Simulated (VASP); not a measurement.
Set up this calculation in VASP 6.6.1, as the native input.

```
Task                   : single point
Functional             : r2SCAN
Potentials or basis    : VASP PAW PBE potentials, release 64 (K_sv, Ta_pv, O)
Cutoff                 : 520 eV
k mesh                 : 6 × 6 × 6
Occupations            : gaussian, width 0.05 eV
Spin                   : no spin polarisation
Dipole correction      : no
Further INCAR settings : ALGO = Normal; EDIFF = 1e-06; NBANDS = 27
```

Crystal: KTaO3.

```
K Ta O
1.0
     3.78889    0.00000    0.00000
     0.00000    3.98830    0.00000
     0.00000    0.00000    3.98830
K Ta O
1 1 3
Direct
  0.50000 0.50000 0.50000
  0.00000 0.00000 0.00000
  0.50000 0.00000 0.00000
  0.00000 0.50000 0.00000
  0.00000 0.00000 0.50000
```

This cell differs from its parent crystal: strain -0.0500 x Voigt [1, 0, 0, 0, 0, 0].

These files were run (other wordings do the same):

POSCAR

```
KTaO3
1.0
    3.7888850000      0.0000000000      0.0000000000
    0.0000000000      3.9883000000      0.0000000000
    0.0000000000      0.0000000000      3.9883000000
K Ta O
1 1 3
Direct
    0.5000000000      0.5000000000      0.5000000000
    0.0000000000      0.0000000000      0.0000000000
    0.5000000000      0.0000000000      0.0000000000
    0.0000000000      0.5000000000      0.0000000000
    0.0000000000      0.0000000000      0.5000000000
```

INCAR.step1

```
PREC = Accurate
ENCUT = 520
ISMEAR = 0
SIGMA = 0.05
LREAL = F
LASPH = T
NELM = 100
NBANDS = 27
GGA = PE
ALGO = Normal
EDIFF = 1E-4
LWAVE = T
LCHARG = F
```

INCAR.step2

```
PREC = Accurate
ENCUT = 520
EDIFF = 1E-6
ISMEAR = 0
SIGMA = 0.05
LREAL = F
LASPH = T
NELM = 100
ALGO = Normal
ISIF = 2
LWAVE = F
LCHARG = F
METAGGA = R2SCAN
LMIXTAU = T
NBANDS = 27
ISTART = 1
```

KPOINTS

```
Automatic mesh
0
Gamma
  6 6 6
```

Potentials or basis: VASP PAW PBE potentials, release 64 (K_sv, Ta_pv, O).

Command:

```console
$ cat potpaw_PBE.64/K_sv/POTCAR potpaw_PBE.64/Ta_pv/POTCAR potpaw_PBE.64/O/POTCAR > POTCAR
$ cp INCAR.step1 INCAR
$ mpirun -np 1 vasp_std > vasp.out
$ cp INCAR.step2 INCAR
$ mpirun -np 1 vasp_std > vasp.out
```

It gave:

```yaml
Pressure: 14.8 GPa
Band_gap_on_the_k_mesh: 2.62 eV (least direct gap 3.22 eV)
```

Caveat: the cell differs from its parent crystal (strain -0.0500 x Voigt [1, 0, 0, 0, 0, 0]); the stress differs along the axes, from 6 to 32 GPa; the PAW data sets were made with another functional, which shifts forces and pressure a little; spin-orbit coupling is left out, which moves the levels of the heavy elements.

Wall time 3.8 min on 1 thread of Intel Xeon 8259CL, with other jobs on the host, peak memory 0.21 GiB.
